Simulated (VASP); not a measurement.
A run of VASP 6.6.1 is set up as follows.

INCAR

```
SYSTEM = Lu
  AGGAC = 1.0
  AGGAX = 1.0
  ALDAC = 0.0
  ALDAX = 1.0
  ALGO = Normal
  EDIFF = 1E-6
  ENCUT = 520
  GGA = B5
  ISIF = 2
  ISMEAR = -1
  LASPH = .TRUE.
  LCHARG = .TRUE.
  LELF = .TRUE.
  LREAL = .FALSE.
  LVHAR = .TRUE.
  LWAVE = .FALSE.
  NBANDS = 44
  NELM = 60
  PREC = Accurate
  SIGMA = 0.1
```

The input KPOINTS:

```
k-points
0
G
  8 8 10
  0 0 0
```

POSCAR

```
Lu
1.0
    5.4713351300      0.0000000000      0.0000000000
   -2.7356675650      4.7383152152      0.0000000000
    0.0000000000      0.0000000000      3.4401197542
Lu
3
Direct
    1.0000000000      1.0000000000      0.0000000000
    0.3333333333      0.6666666667      0.5000000000
    0.6666666667      0.3333333333      0.5000000000
```

Potentials or basis: VASP PAW PBE potentials, release 64 (Lu).

Launch:

```console
$ cat potpaw_PBE.64/Lu/POTCAR > POTCAR
$ mpirun -np 1 vasp_std > vasp.out
```

Problem. Predict the pressure.

Solution. 0.1 GPa.

Problem. Predict the band gap on the k mesh.

Solution. Zero (an odd number of electrons rules out a gap without spin polarisation).

Caveat: the PAW data sets were made with another functional, which shifts forces and pressure a little; spin-orbit coupling is left out, which moves the levels of the heavy elements.
